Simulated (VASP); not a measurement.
**Sn: single point with r2SCAN**

Crystal: Sn.

```xyz
2
Lattice="-2.9524 2.9524 1.5827 2.9524 -2.9524 1.5827 2.9524 2.9524 -1.5827" Properties=species:S:1:pos:R:3 pbc="T T T"
Sn    0.0000    0.0000    0.0000
Sn    0.0000    2.9524    0.7914
```

| Property | Result |
| --- | --- |
| Program | VASP 6.6.1 |
| Task | single point |
| Functional | r2SCAN |
| Potentials or basis | VASP PAW PBE potentials, release 64 (Sn_d) |
| Cutoff | 520 eV |
| k mesh | 6 × 6 × 6 |
| Occupations | fermi-dirac, width 0.134 eV |
| Spin | no spin polarisation |

```json
{"Pressure": "0.0 GPa", "Band gap on the k mesh": "zero (bands 14 and 15 overlap by 3.78 eV)"}
```

Levels at points of the mesh, in eV from the Fermi level:
| k point | band 10 | band 11 | band 12 | band 13 | band 14 | band 15 | band 16 | band 17 | band 18 | band 19 |
| --- | --- | --- | --- | --- | --- | --- | --- | --- | --- | --- |
| (0.00, 0.00, 0.00) | -21.94 | -11.65 | -3.99 | -2.28 | -2.28 | 3.21 | 6.22 | 6.22 | 7.26 | 7.36 |
| (0.50, 0.00, 0.00) | -22.00 | -7.16 | -5.62 | -2.47 | -2.00 | -1.28 | 2.45 | 2.86 | 4.74 | 7.45 |
| (0.50, 0.50, 0.00) | -22.06 | -9.35 | -9.35 | 0.37 | 0.37 | 1.53 | 1.53 | 6.50 | 6.50 | 10.09 |
| (0.50, 0.50, 0.50) | -22.13 | -8.02 | -8.02 | -5.06 | -5.06 | 5.49 | 5.49 | 9.44 | 9.44 | 13.18 |

It took 4.6 min on 1 thread of Intel Xeon 8259CL (shared host), peak memory 0.22 GiB.

Caveat: the k points lie up to 0.38 Å⁻¹ apart, too coarse for converged energies and pressures of a metal; the PAW data sets were made with another functional, which shifts forces and pressure a little; spin-orbit coupling is left out, which moves the levels of the heavy elements.
